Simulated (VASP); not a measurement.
Input of a VASP 6.6.1 run:

Contents of INCAR:

```
ALGO = Normal
EDIFF = 1E-7
ENCUT = 520
GGA = PE
ISIF = 2
ISMEAR = 0
LASPH = True
LCHARG = True
LELF = True
LREAL = False
LVHAR = True
LWAVE = False
NBANDS = 46
NELM = 100
PREC = Accurate
SIGMA = 0.15
```

Contents of KPOINTS:

```
k-points
0
Gamma
  3 3 2
```

File POSCAR:

```
In3GaSb2N2
1.0
    4.3924233273      0.0000000000      0.0000000000
    0.0000000000      4.3924233273      0.0000000000
    0.0000000000      0.0000000000      9.0259641344
In Ga Sb N
3 1 2 2
Direct
    0.0000000000      0.0000000000      0.6652950369
    0.0000000000      0.0000000000      0.3347049631
    0.0000000000      0.0000000000      0.0000000000
    0.5000000000      0.5000000000      0.5000000000
    0.5000000000      0.5000000000      0.8378145516
    0.5000000000      0.5000000000      0.1621854484
    0.0000000000      0.5000000000      0.0000000000
    0.5000000000      0.0000000000      0.0000000000
```

Potentials or basis: VASP PAW PBE potentials, release 64 (In_d, Ga_d, Sb, N).

Command:

```console
$ cat potpaw_PBE.64/In_d/POTCAR potpaw_PBE.64/Ga_d/POTCAR potpaw_PBE.64/Sb/POTCAR potpaw_PBE.64/N/POTCAR > POTCAR
$ mpirun -np 1 vasp_std > vasp.out
```

Task: Predict the pressure.

Result: 0.1 GPa.

Task: What does it give for the band gap on the k mesh?

Result: Zero (band 36 reaches 6.88 eV, above the bottom of band 37 at 6.38 eV).

Task: Estimate the largest force.

Result: 0.048 eV/Å.

Forces in eV/Å, atoms in the order of the input:
```
In   0.000  0.000 -0.037
In   0.000  0.000  0.037
In   0.000  0.000  0.000
Ga   0.000  0.000  0.000
Sb   0.000  0.000  0.048
Sb   0.000  0.000 -0.048
N    0.000  0.000  0.000
N    0.000  0.000  0.000
```

Caveat: the k points lie up to 0.48 Å⁻¹ apart; spin-orbit coupling is left out, which moves the levels of the heavy elements.
